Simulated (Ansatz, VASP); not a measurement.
One calculation of SiC, two programs

INCAR

```
ALGO     = Normal         # electronic algorithm
EDIFF    = 1E-7           # SCF threshold, eV
ENCUT    = 520            # plane-wave cutoff, eV
GGA      = PE             # functional
ISIF     = 2              # what is computed and relaxed
ISMEAR   = 0              # smearing method
LASPH    = True           # aspherical terms in the spheres
LCHARG   = False          # write CHGCAR
LREAL    = False          # projectors in reciprocal space
LWAVE    = False          # write WAVECAR
NBANDS   = 36             # bands
NELM     = 60             # most SCF steps
PREC     = Accurate       # precision mode
SIGMA    = 0.05           # smearing width, eV
```

KPOINTS

```
k-points
0
Gamma
  12 12 2
```

POSCAR

```
SiC
1.0
    3.0692496138      0.0000000000      0.0000000000
   -1.5346248069      2.6580481361      0.0000000000
    0.0000000000      0.0000000000     15.0602705466
Si C
6 6
Direct
    0.0000000000      0.0000000000      0.1250412046
    0.0000000000      0.0000000000      0.6250387132
    0.3333333333      0.6666666667      0.2918647478
    0.6666666667      0.3333333333      0.7917698400
    0.3333333333      0.6666666667      0.9583511446
    0.6666666667      0.3333333333      0.4582680052
    0.0000000000      0.0000000000      0.9977393199
    0.0000000000      0.0000000000      0.5016375659
    0.3333333333      0.6666666667      0.1686482863
    0.6666666667      0.3333333333      0.6650107867
    0.3333333333      0.6666666667      0.8351935973
    0.6666666667      0.3333333333      0.3314367883
```

Input for Ansatz:

```yaml
crystal:
  lattice:
    - [3.0692496138, 0.0, 0.0]
    - [-1.5346248069, 2.6580481361, 0.0]
    - [0.0, 0.0, 15.0602705466]
  atoms:
    - { symbol: Si, position: [0.0, 0.0, 0.1250412046] }
    - { symbol: Si, position: [0.0, 0.0, 0.6250387132] }
    - { symbol: Si, position: [0.3333333333, 0.6666666667, 0.2918647478] }
    - { symbol: Si, position: [0.6666666667, 0.3333333333, 0.79176984] }
    - { symbol: Si, position: [0.3333333333, 0.6666666667, 0.9583511446] }
    - { symbol: Si, position: [0.6666666667, 0.3333333333, 0.4582680052] }
    - { symbol: C, position: [0.0, 0.0, 0.9977393199] }
    - { symbol: C, position: [0.0, 0.0, 0.5016375659] }
    - { symbol: C, position: [0.3333333333, 0.6666666667, 0.1686482863] }
    - { symbol: C, position: [0.6666666667, 0.3333333333, 0.6650107867] }
    - { symbol: C, position: [0.3333333333, 0.6666666667, 0.8351935973] }
    - { symbol: C, position: [0.6666666667, 0.3333333333, 0.3314367883] }
basis:
  ecutwfc: 520.0
kpoints:
  mp_grid: { grid: [12, 12, 2] }
hamiltonian:
  xc: pbe
  pseudopotentials: { kind: paw, azcp: { folder: soft_1 } }
scf:
  occupations: { method: gaussian, width: 0.05 }
output:
  forces: true
  stress: true
  eigenvalues: true
```

Change from the starting cell: mode 32 frozen in at -0.030 Å, equal normal strain along x, y and z -0.0083.

Alike in both runs: task single point; functional PBE; k mesh 12 × 12 × 2; occupations gaussian, width 0.05 eV; no spin polarisation.

|  | VASP | Ansatz |
| --- | --- | --- |
| version | VASP 6.6.1 | Ansatz 0.2.0 |
| potentials or method | VASP PAW PBE potentials, release 64 (Si, C), cutoff 520 eV | scalar-relativistic, plane waves, PAW |
| valence electrons in the cell | 48 | 48 |

```csv
,VASP,Ansatz,Ansatz less VASP
gap on the k mesh at the Fermi level (eV),2.01,2.01,+0.002
least direct gap on the mesh (eV),3.11,3.12,+0.005
pressure (GPa),5.7,5.8,+0.06
"traceless stress, the component that is largest in VASP (GPa)",0.12,0.12,-0.003
rms of the force components (eV/Å),0.359,0.360,+0.0004
```

Atom by atom the forces differ by 0.001 eV/Å (rms over components).
